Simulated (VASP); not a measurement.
A run of VASP 6.6.1 is set up as follows.

The input INCAR:

```
  PREC = Accurate
  ENCUT = 520
  EDIFF = 1E-7
  ISMEAR = -1
  SIGMA = 0.05
  LREAL = False
  LASPH = True
  NELM = 80
  ALGO = Normal
  ISIF = 2
  LWAVE = False
  LCHARG = False
  GGA = PE
  NBANDS = 15
```

KPOINTS

```
regular mesh
0
Gamma
  11 11 8
```

The input POSCAR:

```
HfB2
1.0
    3.0975623654      0.0000000000      0.0000000000
   -1.5487811827      2.6825679272      0.0000000000
    0.0000000000      0.0000000000      3.4329672075
Hf B
1 2
Direct
    0.0000000000      0.0000000000      0.0000000000
    0.3333333333      0.6666666667      0.5000000000
    0.6666666667      0.3333333333      0.5000000000
```

Potentials or basis: VASP PAW PBE potentials, release 64 (Hf_pv, B).

The run is started by

```console
$ cat potpaw_PBE.64/Hf_pv/POTCAR potpaw_PBE.64/B/POTCAR > POTCAR
$ mpirun -np 1 vasp_std > vasp.out
```

What does it give for the pressure?

12.3 GPa.

Predict the band gap on the k mesh.

zero (band 8 reaches 8.61 eV, above the bottom of band 9 at 7.46 eV).

Stress tensor (GPa, compression positive):
```
12.63  0.00  0.00
 0.00 12.63  0.00
 0.00  0.00 11.76
```

Caveat: spin-orbit coupling is left out, which moves the levels of the heavy elements.
